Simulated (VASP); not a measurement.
Set up this calculation in VASP 6.6.1, as the native input.

```yaml
Task: single point
Functional: PBE
Potentials_or_basis: VASP PAW PBE potentials, release 64 (Mn_sv)
Cutoff: 600 eV
k_mesh: 8 × 8 × 4
Occupations: tetrahedron
Spin: no spin polarisation
Hubbard_terms: Mn d U = 5.0 eV
Dipole_correction: no
Second_run: valence_matched
Further_INCAR_settings: ALGO = Normal; EDIFF = 1e-06; NBANDS = 22
```

The structure of Mn lies in POSCAR:

```
Mn
1.0
    1.2314460000      2.1329270000      0.0000000000
   -1.2314460000      2.1329270000      0.0000000000
    0.0000000000      0.0000000000      4.6447100000
Mn
2
Direct
    0.3333300000      0.3333400000      0.2500000000
    0.6666600000      0.6666700000      0.7500000000
```

These files were run (other wordings do the same):

INCAR

```
SYSTEM = Mn
ALGO = Normal
EDIFF = 1E-6
ENCUT = 600
GGA = PE
GGA_COMPAT = .FALSE.
ISIF = 2
ISMEAR = -5
LASPH = .TRUE.
LCHARG = .FALSE.
LDAU = .TRUE.
LDAUJ = 0
LDAUL = 2
LDAUPRINT = 1
LDAUTYPE = 2
LDAUU = 5
LMAXMIX = 4
LREAL = .FALSE.
LWAVE = .FALSE.
NBANDS = 22
NELM = 200
PREC = Accurate
SIGMA = 0.1
```

KPOINTS

```
k-points
0
G
  8 8 4
  0 0 0
```

Potentials or basis: VASP PAW PBE potentials, release 64 (Mn_sv).

Command:

```console
$ cat potpaw_PBE.64/Mn_sv/POTCAR > POTCAR
$ mpirun -np 1 vasp_std > vasp.out
```

Results of the run:

```
Pressure               : -16.5 GPa
Band gap on the k mesh : zero (band 15 reaches 13.22 eV, above the bottom of band 16 at 11.02 eV)
```

Caveat: the k points lie up to 0.37 Å⁻¹ apart; the run has no spin polarisation, though such a crystal can be magnetic; U without spin polarisation on a metal has little footing; the U is typed as a test and isn't derived for this compound; tetrahedron occupations give inexact forces and stress in metals.

Wall time 55 s on 1 thread of Intel(R) Xeon(R) Platinum 8259CL CPU @ 2.50GHz (Skylake/Cascade Lake), on a shared host, peak memory 0.16 GiB.
